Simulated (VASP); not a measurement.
# SnO (P4/nmm) in VASP: further runs

SnO is run at these levels: PBE; tasks: single point, relaxation of shape and atoms at fixed volume.

Everything below comes from runs of VASP 6.6.1. Logs are shortened: lines on timing, memory, paths and dates and some standing lists are left out, and cuts for length are marked.

## Step 1: The cell of the first run

The structure is tetragonal, space group P4/nmm (No. 129). Conventional cell: a = 3.836 Å, b = 3.836 Å, c = 4.751 Å, α = 90.00°, β = 90.00°, γ = 90.00°. Sn (site symmetry 4mm) has 4 O at 2.24 Å within 3.0 Å. Within 3.0 Å of O (site symmetry -4m2) lie 4 Sn at 2.24 Å and 4 O at 2.71 Å.

## Step 2: Single point, PBE

Input file INCAR:

```
SYSTEM = SnO
PREC = Accurate
ENCUT = 520
EDIFF = 1E-6
ISMEAR = 0
SIGMA = 0.05
LREAL = .FALSE.
LASPH = .TRUE.
NELM = 100
ALGO = Normal
ISIF = 2
LWAVE = .FALSE.
LCHARG = .FALSE.
GGA = PE
NBANDS = 28
```

Input file KPOINTS:

```
regular mesh
0
G
  10 10 8
  0 0 0
```

Input file POSCAR:

```
SnO
1.0
    3.8357913670      0.0000000000      0.0000000000
    0.0000000000      3.8357913670      0.0000000000
    0.0000000000      0.0000000000      4.7511721913
Sn O
2 2
Direct
    0.0000000000      0.5000000000      0.2435694544
    0.5000000000      0.0000000000      0.7564305456
    0.0000000000      0.0000000000      0.0000000000
    0.5000000000      0.5000000000      0.0000000000
```

Potentials or basis: VASP PAW PBE potentials, release 64 (Sn_d, O).

Run with:

```sh
> cat potpaw_PBE.64/Sn_d/POTCAR potpaw_PBE.64/O/POTCAR > POTCAR
> mpirun -np 1 vasp_std > vasp.out
```

OUTCAR:

```text
SYSTEM = SnO
   PREC = Accurate
   ENCUT = 520
   EDIFF = 1E-6
   ISMEAR = 0
   LREAL = .FALSE.
   LASPH = .TRUE.
   NELM = 100
   ISIF = 2
   GGA = PE

 ion  position               nearest neighbor table
   1  0.000  0.500  0.244-   3 2.24   4 2.24   3 2.24   4 2.24   2 3.57   2 3.57   2 3.57   2 3.57
                             2 3.65   2 3.65   2 3.65   2 3.65
   2  0.500  0.000  0.756-   3 2.24   4 2.24   4 2.24   3 2.24   1 3.57   1 3.57   1 3.57   1 3.57
                             1 3.65   1 3.65   1 3.65   1 3.65
   3  0.000  0.000  0.000-   1 2.24   2 2.24   1 2.24   2 2.24
   4  0.500  0.500  0.000-   1 2.24   2 2.24   2 2.24   1 2.24

  LATTYP: Found a simple tetragonal cell.
 ALAT       =     3.8357913670
 C/A-ratio  =     1.2386419742

  Lattice vectors:

 A1 = (   3.8357913670,   0.0000000000,   0.0000000000)
 A2 = (   0.0000000000,   3.8357913670,   0.0000000000)
 A3 = (   0.0000000000,   0.0000000000,   4.7511721913)

Analysis of symmetry for initial positions (statically):
=====================================================================
 Subroutine PRICEL returns:
 Original cell was already a primitive cell.

 Routine SETGRP: Setting up the symmetry group for a
 simple tetragonal supercell.

 Subroutine GETGRP returns: Found 16 space group operations
 (whereof  8 operations were pure point group operations)
 out of a pool of 16 trial point group operations.

The static configuration has the point symmetry D_2d.
 The point group associated with its full space group is D_4h.

Analysis of symmetry for dynamics (positions and initial velocities):
=====================================================================
 Subroutine PRICEL returns:
 Original cell was already a primitive cell.

 Routine SETGRP: Setting up the symmetry group for a
 simple tetragonal supercell.

 Subroutine GETGRP returns: Found 16 space group operations
 (whereof  8 operations were pure point group operations)
 out of a pool of 16 trial point group operations.

The dynamic configuration has the point symmetry D_2d.
 The point group associated with its full space group is D_4h.

 Subroutine INISYM returns: Found 16 space group operations
 (whereof  8 operations are pure point group operations),
 and found     1 'primitive' translations

----------------------------------------------------------------------------------------

                                     Primitive cell

  volume of cell :      69.9054

  direct lattice vectors                    reciprocal lattice vectors
     3.835791367  0.000000000  0.000000000     0.260702396  0.000000000  0.000000000
     0.000000000  3.835791367  0.000000000     0.000000000  0.260702396  0.000000000
     0.000000000  0.000000000  4.751172191     0.000000000  0.000000000  0.210474376

  length of vectors
     3.835791367  3.835791367  4.751172191     0.260702396  0.260702396  0.210474376

  position of ions in fractional coordinates (direct lattice)
     0.000000000  0.500000000  0.243569454
     0.500000000  0.000000000  0.756430546
     0.000000000  0.000000000  0.000000000
     0.500000000  0.500000000  0.000000000

  ion indices of the primitive-cell ions
   primitive index   ion index
                 1           1
                 2           2
                 3           3
                 4           4

----------------------------------------------------------------------------------------

 KPOINTS: regular mesh

Automatic generation of k-mesh.
 Grid dimensions read from file:
 generate k-points for:   10   10    8

 Generating k-lattice:

  Cartesian coordinates                     Fractional coordinates (reciprocal lattice)
     0.026070240  0.000000000  0.000000000     0.100000000  0.000000000  0.000000000
     0.000000000  0.026070240  0.000000000     0.000000000  0.100000000  0.000000000
     0.000000000  0.000000000  0.026309297     0.000000000  0.000000000  0.125000000

  Length of vectors
     0.026070240  0.026070240  0.026309297

  Shift w.r.t. Gamma in fractional coordinates (k-lattice)
     0.000000000  0.000000000  0.000000000

 Subroutine IBZKPT returns following result:
 ===========================================

 Found    105 irreducible k-points:

 Following reciprocal coordinates:
            Coordinates               Weight
  0.000000  0.000000  0.000000      1.000000
  0.100000  0.000000  0.000000      4.000000
  0.200000  0.000000  0.000000      4.000000
  0.300000  0.000000  0.000000      4.000000
  0.400000  0.000000  0.000000      4.000000
  0.500000  0.000000  0.000000      2.000000
[... 16 lines left out ...]
  0.100000  0.000000  0.125000      8.000000
  0.200000  0.000000  0.125000      8.000000
 [... further k-points ...]
   k-points           NKPTS =    105   k-points in BZ     NKDIM =    105   number of bands    NBANDS=     28
   number of dos      NEDOS =    301   number of ions     NIONS =      4
   total plane-waves  NPLWV =  32400
   dimension x,y,z NGX =    30 NGY =   30 NGZ =   36
   dimension x,y,z NGXF=    60 NGYF=   60 NGZF=   72
   ions per type =               2   2
   NGX,Y,Z   is equivalent  to a cutoff of  13.00, 13.00, 12.60 a.u.
   NGXF,Y,Z  is equivalent  to a cutoff of  26.00, 26.00, 25.19 a.u.
 SYSTEM =  SnO
   PREC   = accura    normal or accurate (medium, high low for compatibility)
   ISTART =      0    job   : 0-new  1-cont  2-samecut
   ICHARG =      2    charge: 1-file 2-atom 10-const
   ISPIN  =      1    spin polarized calculation?
   LNONCOLLINEAR =      F non collinear calculations
   LSORBIT =      F    spin-orbit coupling
   LASPH  =      T    aspherical Exc in radial PAW
   ENCUT  =  520.0 eV  38.22 Ry    6.18 a.u.   7.13  7.13  8.83*2*pi/ulx,y,z
   NELM   =    100;   NELMIN=  2; NELMDL= -5     # of ELM steps
   EDIFF  = 0.1E-05   stopping-criterion for ELM
   LREAL  =      F    real-space projection
   EDIFFG = 0.1E-04   stopping-criterion for IOM
   NSW    =      0    number of steps for IOM
   IBRION =     -1    ionic relax: 0-MD 1-quasi-New 2-CG
   NFREE  =      0    steps in history (QN), initial steepest desc. (CG)
   ISIF   =      2    stress and relaxation
   ISYM   =      2    0-nonsym 1-usesym 2-fastsym
   POTIM  = 0.5000    time-step for ionic-motion
   TEBEG  =    0.0;   TEEND  =   0.0 temperature during run
   PSTRESS=    0.0 pullay stress
   NELECT =      40.0000    total number of electrons
   NUPDOWN=      -1.0000    fix difference up-down
   EMIN   =  10.00;   EMAX   =-10.00  energy-range for DOS
   EFERMI =   0.00;   METHOD = LEGACY
   ISMEAR =     0;   SIGMA  =   0.05  broadening in eV -4-tet -1-fermi 0-gaus
   EFERMI_NEDOS =   21; number of points for ismear=-14 and -15
   IALGO  =     38    algorithm
   IMIX   =      4    mixing-type and parameters
     AMIX     =   0.40;   BMIX     =  1.00
     AMIX_MAG =   1.60;   BMIX_MAG =  1.00
  volume/ion in A,a.u.               =      17.48       117.94
  Fermi-wavevector in a.u.,A,eV,Ry     =   1.359120  2.568365 25.132793  1.847208
  Thomas-Fermi vector in A             =   2.485895
   LORBIT       =      0    0 simple, 1 ext, 2 COOP (PROOUT), +10 PAW based schemes
   GGA     = PE    functional components
   LHFCALC =     F    Hartree Fock is set to
   AEXX    =    0.0000 exact exchange contribution
   IVDW    =     0    specifies the selected vdW correction
   LEPSILON=     F    determine dielectric tensor
   LRPA    =     F    only Hartree local field effects (RPA)
 non-spin polarized calculation
 Gauss-broadening in eV      SIGMA  =   0.05
  energy-cutoff  :      520.00
  volume of cell :       69.91
 maximum number of plane-waves:      1912
 NGX is ok and might be reduce to    30
   NGX = 15   NGY = 15   NGZ = 17

 number of electron      40.0000017 magnetization

 Free energy of the ion-electron system (eV)
  ---------------------------------------------------
  ext. energy  EPLUGINS =         0.00000000
  ---------------------------------------------------
  free energy    TOTEN  =       -22.68674175 eV

  energy without entropy =      -22.68648651  energy(sigma->0) =      -22.68661413

 E-fermi :   7.1491     XC(G=0): -10.2898

 val. band max:        7.1210940247   @ k =   0.1000   0.0000   0.0000
 cond. band min:       7.3697363950   @ k =   0.5000   0.5000   0.1250
 fundamental gap:      0.2486423704
 Fermi energy:         7.1490868120

 k-point     1 :       0.0000    0.0000    0.0000
  band No.  band energies     occupation
      1     -14.8102      2.00000
      2     -14.4149      2.00000
      3     -14.4149      2.00000
      4     -14.4047      2.00000
      5     -14.3747      2.00000
      6     -14.3668      2.00000
[... 20 lines left out ...]
     27      13.8017      0.00000
     28      14.2053      0.00000

 k-point     2 :       0.1000    0.0000    0.0000
  band No.  band energies     occupation
      1     -14.8045      2.00000
      2     -14.4131      2.00000
      3     -14.4121      2.00000
      4     -14.4034      2.00000
      5     -14.3751      2.00000
      6     -14.3632      2.00000
[... 20 lines left out ...]
     27      13.9420      0.00000
     28      14.9800      0.00000

 k-point     3 :       0.2000    0.0000    0.0000
  band No.  band energies     occupation
      1     -14.7880      2.00000
      2     -14.4373      2.00000
      3     -14.4074      2.00000
      4     -14.4044      2.00000
      5     -14.3758      2.00000
      6     -14.3758      2.00000
[... 20 lines left out ...]
     27      14.1176      0.00000
     28      16.5395      0.00000

 k-point     4 :       0.3000    0.0000    0.0000
  band No.  band energies     occupation
      1     -14.7622      2.00000
      2     -14.5248      2.00000
      3     -14.3982      2.00000
      4     -14.3933      2.00000
      5     -14.3761      2.00000
      6     -14.3723      2.00000
[... 578 lines left out ...]
     27      13.8048      0.00000
     28      14.3323      0.00000

 k-point    23 :       0.1000    0.0000    0.1250
  band No.  band energies     occupation
      1     -14.8018      2.00000
      2     -14.4128      2.00000
      3     -14.4096      2.00000
      4     -14.4036      2.00000
      5     -14.3722      2.00000
      6     -14.3615      2.00000
[... 20 lines left out ...]
     27      14.0063      0.00000
     28      15.0561      0.00000

 k-point    24 :       0.2000    0.0000    0.1250
  band No.  band energies     occupation
      1     -14.7863      2.00000
      2     -14.4459      2.00000
      3     -14.4057      2.00000
      4     -14.3999      2.00000
      5     -14.3775      2.00000
      6     -14.3709      2.00000
[... 20 lines left out ...]
     27      14.2923      0.00000
     28      16.5305      0.00000

 [... further k-points ...]

------------------------ aborting loop because EDIFF is reached ----------------------------------------

  FORCE on cell =-STRESS in cart. coord.  units (eV):
  Direction    XX          YY          ZZ          XY          YZ          ZX
  --------------------------------------------------------------------------------------
  -------------------------------------------------------------------------------------
  Total        1.0886606      1.0886606      1.1150486      0.0000000      0.0000000      0.0000000
  in kB       24.9512539     24.9512539     25.5560446      0.0000000      0.0000000      0.0000000
  external PRESSURE =      25.1528508 kB  Pullay stress =       0.0000000 kB

 VOLUME and BASIS-vectors are now :
 -----------------------------------------------------------------------------
  energy-cutoff  :      520.00
  volume of cell :       69.91
      direct lattice vectors                 reciprocal lattice vectors
     3.835791367  0.000000000  0.000000000     0.260702396  0.000000000  0.000000000
     0.000000000  3.835791367  0.000000000     0.000000000  0.260702396  0.000000000
     0.000000000  0.000000000  4.751172191     0.000000000  0.000000000  0.210474376

 POSITION                                       TOTAL-FORCE (eV/Angst)
 -----------------------------------------------------------------------------------
      0.00000      1.91790      1.15724         0.000000     -0.000000      0.089513
      1.91790      0.00000      3.59393        -0.000000     -0.000000     -0.089513
      0.00000      0.00000      0.00000         0.000000      0.000000      0.000000
      1.91790      1.91790      0.00000        -0.000000     -0.000000      0.000000
 -----------------------------------------------------------------------------------
    total drift:                                0.000000      0.000000      0.000000

  FREE ENERGIE OF THE ION-ELECTRON SYSTEM (eV)
  ---------------------------------------------------
  free  energy   TOTEN  =       -22.6867417530 eV

  energy  without entropy=      -22.6864865092  energy(sigma->0) =      -22.68661413
```

Wall time 4.3 min (1 thread of Intel Xeon 8259CL, shared host); peak memory 0.29 GiB.

Results:

| Property | Result |
| --- | --- |
| Free energy | -22.6867 eV |
| Pressure | 2.5 GPa |
| Largest force | 0.090 eV/Å |
| Band gap on the k mesh | zero (filled and empty bands overlap) |

Forces in eV/Å, atoms in the order of the input:
```
Sn   0.000  0.000  0.090
Sn   0.000  0.000 -0.090
O    0.000  0.000  0.000
O    0.000  0.000  0.000
```

Caveat: semilocal functionals underestimate gaps, and a narrow one can read as zero; spin-orbit coupling is left out, which moves the levels of the heavy elements.

## Step 3: Relaxation of shape and atoms at fixed volume, PBE

Input file INCAR:

```
SYSTEM = SnO
  PREC = Accurate
  ENCUT = 600
  EDIFF = 1E-6
  ISMEAR = 0
  SIGMA = 0.05
  LREAL = .False.
  LASPH = .True.
  NELM = 80
  ALGO = Normal
  ISIF = 4
  LWAVE = .False.
  LCHARG = .False.
  GGA = PE
  IBRION = 2
  NSW = 60
  EDIFFG = -0.02
```

Input file KPOINTS:

```
regular mesh
0
Gamma
  10 10 8
  0 0 0
```

Input file POSCAR:

```
SnO
1.0
    3.8020006065      0.0000000000      0.0000000000
    0.0000000000      3.8020006065      0.0000000000
    0.0000000000      0.0000000000      4.8360007715
Sn O
2 2
Direct
    0.0000000000      0.5000000000      0.2385000000
    0.5000000000      0.0000000000      0.7615000000
    0.0000000000      0.0000000000      0.0000000000
    0.5000000000      0.5000000000      0.0000000000
```

Potentials or basis: VASP PAW PBE potentials, release 64 (Sn_d, O).

Run with:

```sh
> cat potpaw_PBE.64/Sn_d/POTCAR potpaw_PBE.64/O/POTCAR > POTCAR
> mpirun -np 1 vasp_std > vasp.out
```

Run time: 11 min. Hardware: 1 thread of Intel Xeon 8259CL, shared host; peak memory 0.32 GiB.

The run converged. Its results:

```
Free energy                  : -22.6918 eV
Energy gained by relaxing    : 4.3 meV/atom
Ionic steps                  : 5
Pressure after relaxing      : 2.2 GPa
Largest force after relaxing : 0.004 eV/Å
Band gap on the k mesh       : zero (bands 20 and 21 overlap by 0.03 eV)
```

Forces in eV/Å, atoms in the order of the input:
```
Sn   0.000  0.000  0.004
Sn   0.000  0.000 -0.004
O    0.000  0.000  0.000
O    0.000  0.000  0.000
```

Step by step:
```csv
step,energy change (eV),largest force (eV/Å),pressure (GPa),volume (Å³)
1,0.0000,0.4341,4.36,69.91
2,-0.0127,0.0624,2.92,69.91
3,-0.0135,0.0639,2.46,69.91
4,-0.0163,0.0279,2.33,69.91
5,-0.0173,0.0043,2.17,69.91
```

Final structure:
```cif
data_structure
_symmetry_space_group_name_H-M 'P 1'
_symmetry_Int_Tables_number 1
_cell_length_a 3.8365
_cell_length_b 3.8365
_cell_length_c 4.7493
_cell_angle_alpha 90.000
_cell_angle_beta 90.000
_cell_angle_gamma 90.000
_cell_volume 69.91
loop_
_atom_site_label
_atom_site_type_symbol
_atom_site_fract_x
_atom_site_fract_y
_atom_site_fract_z
_atom_site_occupancy
Sn1 Sn 0.00000 0.50000 0.24456 1
Sn2 Sn 0.50000 0.00000 0.75544 1
O1 O 0.00000 0.00000 0.00000 1
O2 O 0.50000 0.50000 0.00000 1
```

Levels at points of the mesh, in eV from the Fermi level:
| k point | band 17 | band 18 | band 19 | band 20 | band 21 | band 22 | band 23 | band 24 |
| --- | --- | --- | --- | --- | --- | --- | --- | --- |
| (0.00, 0.00, 0.00) | -3.36 | -3.06 | -3.06 | -0.03 | 2.16 | 4.48 | 4.48 | 4.70 |
| (0.50, 0.00, 0.00) | -4.70 | -4.70 | -2.70 | -2.70 | 3.27 | 3.27 | 5.76 | 5.76 |
| (0.50, 0.50, 0.00) | -2.41 | -2.41 | -1.89 | -1.89 | -0.05 | -0.05 | 4.52 | 4.52 |
| (0.00, 0.00, 0.50) | -3.08 | -3.08 | -3.01 | -2.11 | 1.71 | 2.77 | 2.77 | 3.53 |
| (0.50, 0.00, 0.50) | -4.65 | -4.65 | -1.70 | -1.70 | 2.68 | 2.68 | 5.23 | 5.23 |
| (0.50, 0.50, 0.50) | -2.78 | -2.78 | -2.41 | -2.41 | 2.30 | 2.30 | 4.23 | 4.23 |

Caveat: semilocal functionals underestimate gaps, and a narrow one can read as zero; spin-orbit coupling is left out, which moves the levels of the heavy elements.

## Step 4: Single point, PBE, non-collinear spin, zero start, spin-orbit coupling (16.78 Å³/atom)

This run uses another cell than the first one, of 16.78 Å³/atom.

Input file INCAR:

```
PREC = Accurate ; ENCUT = 520
EDIFF = 1E-7 ; ISMEAR = 0
SIGMA = 0.05 ; LREAL = F
LASPH = T ; NELM = 150
ALGO = Normal ; ISIF = 2
LWAVE = F ; LCHARG = T
LNONCOLLINEAR = T ; MAGMOM = 0 0 0 0 0 0 0 0 0 0 0 0
LORBIT = 11 ; LSORBIT = T
GGA_COMPAT = F ; LORBMOM = T
GGA = PE ; LVHAR = T
NBANDS = 54
```

Input file KPOINTS:

```
Automatic mesh
0
Gamma
  6 6 4
```

Input file POSCAR:

```
SnO
1.0
    3.7839499936      0.0000000000      0.0000000000
    0.0000000000      3.7839499936      0.0000000000
    0.0000000000      0.0000000000      4.6869592902
Sn O
2 2
Direct
    0.0000000000      0.5000000000      0.2435694544
    0.5000000000      0.0000000000      0.7564305456
    0.0000000000      0.0000000000      0.0000000000
    0.5000000000      0.5000000000      0.0000000000
```

Run with:

```sh
> cat potpaw_PBE.64/Sn_d/POTCAR potpaw_PBE.64/O/POTCAR > POTCAR
> mpirun -np 1 vasp_ncl > vasp.out
```

It took 6.3 min on 1 thread of Intel Xeon 8259CL, shared host; peak memory 0.37 GiB.

It converged, with:

| Item | Value |
| --- | --- |
| Free energy | -22.6818 eV |
| Pressure | 6.7 GPa |
| Largest force | 0.722 eV/Å |
| Net moment | 0.00 μB per cell |
| Valence electrons inside the program's atomic spheres | Sn 12.15; O 5.03 |

Forces on the atoms (eV/Å):
```
Sn   0.000  0.000  0.722
Sn   0.000  0.000 -0.722
O    0.000  0.000  0.000
O    0.000  0.000  0.000
```

Stress tensor (GPa, compression positive):
```
6.84 0.00 0.00
0.00 6.84 0.00
0.00 0.00 6.39
```

Moments on the atoms (μB; x, y, z):
```
Sn  0.00 0.00 0.00
Sn  0.00 0.00 0.00
O   0.00 0.00 0.00
O   0.00 0.00 0.00
```

Caveat: the cell stands under pressure.

## Step 5: Summary

```tsv
task	spin	cell	k mesh	cutoff (eV)	gap on the mesh (eV)	pressure (GPa)	largest force (eV/Å)
single point	off	a = 3.836, b = 3.836, c = 4.751 Å, 4 atoms, atomic positions A	10 × 10 × 8	520	none	2.5	0.09
relaxation of shape and atoms at fixed volume	off	relaxed from a = 3.802, b = 3.802, c = 4.836 Å, 4 atoms, atomic positions B	10 × 10 × 8	600	none	2.2	-
single point	non-collinear, zero start, SOC	a = 3.784, b = 3.784, c = 4.687 Å, 4 atoms, atomic positions A	6 × 6 × 4	520	-	6.7	0.72
```

Alike in all rows: level PBE; potentials or basis VASP PAW PBE potentials, release 64 (Sn_d, O); smearing gaussian 0.05 eV.

Caveats: semilocal functionals underestimate gaps, and a narrow one can read as zero (at least some runs); spin-orbit coupling is left out, which moves the levels of the heavy elements (at least some runs); the cell stands under pressure (at least some runs).

Total energies depend on the potentials used, so only differences within one code and one set of settings carry meaning.

The gap in the log of VASP goes by the Fermi energy; the results here count the filled bands.